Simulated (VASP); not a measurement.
# GaP (F-43m) in VASP: notebook, part 2 of 2

VASP 6.6.1.

## 3. Relaxation of cell and atoms, PBE

This run uses another cell than the first one, of 20.24 Å³/atom, 0.971 times its volume.

INCAR

```
SYSTEM = GaP
  PREC = Accurate
  ENCUT = 600
  EDIFF = 1E-7
  ISMEAR = 0
  SIGMA = 0.02
  LREAL = .False.
  LASPH = .True.
  NELM = 60
  ALGO = Normal
  ISIF = 3
  LWAVE = .False.
  LCHARG = .False.
  GGA = PE
  IBRION = 2
  NSW = 100
  EDIFFG = -0.01
```

KPOINTS

```
regular mesh
0
Gamma
  8 8 8
  0 0 0
```

POSCAR

```
GaP
1.0
    0.0000000000      2.7252500100      2.7252500100
    2.7252500100      0.0000000000      2.7252500100
    2.7252500100      2.7252500100      0.0000000000
Ga P
1 1
Direct
    0.0000000000      0.0000000000      0.0000000000
    0.2500000000      0.2500000000      0.2500000000
```

Potentials or basis: VASP PAW PBE potentials, release 64 (Ga_d, P).

Launch:

```
$ cat potpaw_PBE.64/Ga_d/POTCAR potpaw_PBE.64/P/POTCAR > POTCAR
$ mpirun -np 1 vasp_std > vasp.out
```

OUTCAR:

```text
SYSTEM = GaP
   PREC = Accurate
   ENCUT = 600
   EDIFF = 1E-7
   ISMEAR = 0
   LREAL = .False.
   LASPH = .True.
   NELM = 60
   ISIF = 3
   GGA = PE
   IBRION = 2
   NSW = 100
   EDIFFG = -0.01

 ion  position               nearest neighbor table
   1  0.000  0.000  0.000-   2 2.36   2 2.36   2 2.36   2 2.36
   2  0.250  0.250  0.250-   1 2.36   1 2.36   1 2.36   1 2.36

  LATTYP: Found a face centered cubic cell.
 ALAT       =     5.4505000200

  Lattice vectors:

 A1 = (   0.0000000000,   2.7252500100,   2.7252500100)
 A2 = (   2.7252500100,   0.0000000000,   2.7252500100)
 A3 = (   2.7252500100,   2.7252500100,   0.0000000000)

Analysis of symmetry for initial positions (statically):
=====================================================================
 Subroutine PRICEL returns:
 Original cell was already a primitive cell.

 Routine SETGRP: Setting up the symmetry group for a
 face centered cubic supercell.

 Subroutine GETGRP returns: Found 24 space group operations
 (whereof 24 operations were pure point group operations)
 out of a pool of 48 trial point group operations.

The static configuration has the point symmetry T_d .

Analysis of symmetry for dynamics (positions and initial velocities):
=====================================================================
 Subroutine PRICEL returns:
 Original cell was already a primitive cell.

 Routine SETGRP: Setting up the symmetry group for a
 face centered cubic supercell.

 Subroutine GETGRP returns: Found 24 space group operations
 (whereof 24 operations were pure point group operations)
 out of a pool of 48 trial point group operations.

The dynamic configuration has the point symmetry T_d .

 Subroutine INISYM returns: Found 24 space group operations
 (whereof 24 operations are pure point group operations),
 and found     1 'primitive' translations

----------------------------------------------------------------------------------------

                                     Primitive cell
[... 135 lines left out ...]
  ---------------------------------------------------
  ext. energy  EPLUGINS =         0.00000000
  ---------------------------------------------------
  free energy    TOTEN  =        -9.11605108 eV

  energy without entropy =       -9.11605108  energy(sigma->0) =       -9.11605108

------------------------ aborting loop because EDIFF is reached ----------------------------------------

  FORCE on cell =-STRESS in cart. coord.  units (eV):
  Direction    XX          YY          ZZ          XY          YZ          ZX
  --------------------------------------------------------------------------------------
  -------------------------------------------------------------------------------------
  Total        0.6227866      0.6227866      0.6227866      0.0000000     -0.0000000      0.0000000
  in kB       24.6490828     24.6490828     24.6490828      0.0000000     -0.0000000      0.0000000
  external PRESSURE =      24.6490828 kB  Pullay stress =       0.0000000 kB
[... 59 lines left out ...]
--------------------------------------- Ionic step        3  -------------------------------------------

 number of electron      17.9999991 magnetization

 Free energy of the ion-electron system (eV)
  ---------------------------------------------------
  ext. energy  EPLUGINS =         0.00000000
  ---------------------------------------------------
  free energy    TOTEN  =        -9.12526473 eV

  energy without entropy =       -9.12526473  energy(sigma->0) =       -9.12526473

 E-fermi :   4.4411     XC(G=0):  -9.6966

 val. band max:        4.3508170263   @ k =   0.0000   0.0000   0.0000
 cond. band min:       5.9298191457   @ k =   0.0000   0.0000   0.0000
 fundamental gap:      1.5790021194
 Fermi energy:         4.4410817129

 k-point     1 :       0.0000    0.0000    0.0000
  band No.  band energies     occupation
      1     -10.1535      2.00000
      2     -10.1535      2.00000
      3     -10.1535      2.00000
      4     -10.0627      2.00000
      5     -10.0627      2.00000
      6      -7.9191      2.00000
      7       4.3508      2.00000
      8       4.3508      2.00000
      9       4.3508      2.00000
     10       5.9298      0.00000
     11       8.2464      0.00000
     12       8.2464      0.00000
     13       8.2464      0.00000
[... 354 lines left out ...]
  band No.  band energies     occupation
      1     -10.2320      2.00000
      2     -10.1255      2.00000
      3     -10.1146      2.00000
      4     -10.0671      2.00000
      5     -10.0560      2.00000
      6      -5.5614      2.00000
      7      -1.9227      2.00000
      8       1.2666      2.00000
      9       2.4972      2.00000
     10       7.7184      0.00000
     11       8.6696      0.00000
     12      10.7233      0.00000
     13      12.1862      0.00000

 [... further k-points ...]

------------------------ aborting loop because EDIFF is reached ----------------------------------------

  FORCE on cell =-STRESS in cart. coord.  units (eV):
  Direction    XX          YY          ZZ          XY          YZ          ZX
  --------------------------------------------------------------------------------------
  -------------------------------------------------------------------------------------
  Total       -0.0002528     -0.0002528     -0.0002528      0.0000000      0.0000000      0.0000000
  in kB       -0.0097085     -0.0097085     -0.0097085      0.0000000      0.0000000      0.0000000
  external PRESSURE =      -0.0097085 kB  Pullay stress =       0.0000000 kB
[... 17 lines left out ...]
  FREE ENERGIE OF THE ION-ELECTRON SYSTEM (eV)
  ---------------------------------------------------
  free  energy   TOTEN  =        -9.1252647288 eV

  energy  without entropy=       -9.1252647288  energy(sigma->0) =       -9.12526473

 reached required accuracy - stopping structural energy minimisation
```

OSZICAR:

```text
N       E                     dE             d eps       ncg     rms          rms(c)
DAV:   1     0.860995932993E+02    0.86100E+02   -0.99138E+03   770   0.213E+03
DAV:   2    -0.240890087874E+01   -0.88508E+02   -0.85402E+02   809   0.356E+02
DAV:   3    -0.925870569822E+01   -0.68498E+01   -0.68165E+01   959   0.791E+01
[... 28 lines left out ...]
DAV:   5    -0.912526494637E+01    0.10036E-03   -0.65757E-05  1037   0.124E-01    0.128E-02
DAV:   6    -0.912526433280E+01    0.61357E-06   -0.33963E-06  1073   0.246E-02    0.616E-03
DAV:   7    -0.912526455220E+01   -0.21941E-06   -0.29992E-07   896   0.780E-03    0.316E-03
DAV:   8    -0.912526472979E+01   -0.17759E-06   -0.13768E-07   697   0.417E-03    0.466E-04
DAV:   9    -0.912526472878E+01    0.10186E-08   -0.66811E-09   397   0.905E-04
   3 F= -.91252647E+01 E0= -.91252647E+01  d E =-.921364E-02
```

CONTCAR:

```text
GaP
   1.00000000000000
    -0.0000000000000000    2.7526600847390434    2.7526600847390434
     2.7526600847390434    0.0000000000000000    2.7526600847390434
     2.7526600847390434    2.7526600847390434   -0.0000000000000000
  Ga              P
     1     1
Direct
     0.0000000000000000    0.0000000000000000    0.0000000000000000
     0.2500000000000000    0.2500000000000000    0.2500000000000000

  0.00000000E+00  0.00000000E+00  0.00000000E+00
  0.00000000E+00  0.00000000E+00  0.00000000E+00
```

Run time: 42 s. Hardware: 1 thread of Intel Xeon 6975P-C, shared host; peak memory 0.19 GiB.

What came out:

| Property | Result |
| --- | --- |
| Free energy | -9.1253 eV |
| Relaxed volume | 20.86 Å³/atom |
| Relaxed cell | a = 3.893 Å, b = 3.893 Å, c = 3.893 Å, α = 60.00°, β = 60.00°, γ = 60.00° |
| Space group after relaxing (to 0.05 Å) | F-43m (No. 216) |
| Energy gained by relaxing | 4.6 meV/atom |
| Ionic steps | 3 |
| Pressure after relaxing | 0.0 GPa |
| Band gap on the k mesh | 1.58 eV, direct |

Step by step:
```
step  energy change (eV)  largest force (eV/Å)  pressure (GPa)  volume (Å³)
   1              0.0000                0.0000            2.46        40.48
   2             -0.0071                0.0000           -1.06        42.33
   3             -0.0092                0.0000            0.00        41.71
```

Final structure:
```cif
data_structure
_symmetry_space_group_name_H-M 'P 1'
_symmetry_Int_Tables_number 1
_cell_length_a 3.8928
_cell_length_b 3.8928
_cell_length_c 3.8928
_cell_angle_alpha 60.000
_cell_angle_beta 60.000
_cell_angle_gamma 60.000
_cell_volume 41.71
loop_
_atom_site_label
_atom_site_type_symbol
_atom_site_fract_x
_atom_site_fract_y
_atom_site_fract_z
_atom_site_occupancy
Ga1 Ga 0.00000 0.00000 0.00000 1
P1 P 0.25000 0.25000 0.25000 1
```

Levels at points of the mesh, in eV from the valence-band top:
```tsv
k point	band 6	band 7	band 8	band 9	band 10	band 11	band 12	band 13
(0.00, 0.00, 0.00)	-12.27	0.00	0.00	0.00	1.58	3.90	3.90	3.90
(0.50, 0.00, 0.00)	-10.30	-6.46	-1.07	-1.07	1.58	4.73	4.73	8.23
(0.50, 0.50, 0.00)	-9.44	-6.61	-2.58	-2.58	1.72	1.85	10.37	10.37
```

A k mesh can miss the band edges. PBE usually gives volumes a little too large and moduli too small.

## 4. How close it comes

Step 2. Against the measured gap of GaP, 2.34 eV (indirect; 10 K; quoted in “Stacking defects in GaP nanowires: Electronic structure and optical properties”, 2018, arxiv:1810.01194), the calculated 1.58 eV is off by -0.76 eV. Spin-orbit coupling on Ga is left out. The value is that of PBE on a finite k mesh, which can miss the band edges, without temperature or zero-point motion. Semilocal functionals fall short of measured gaps as a rule.
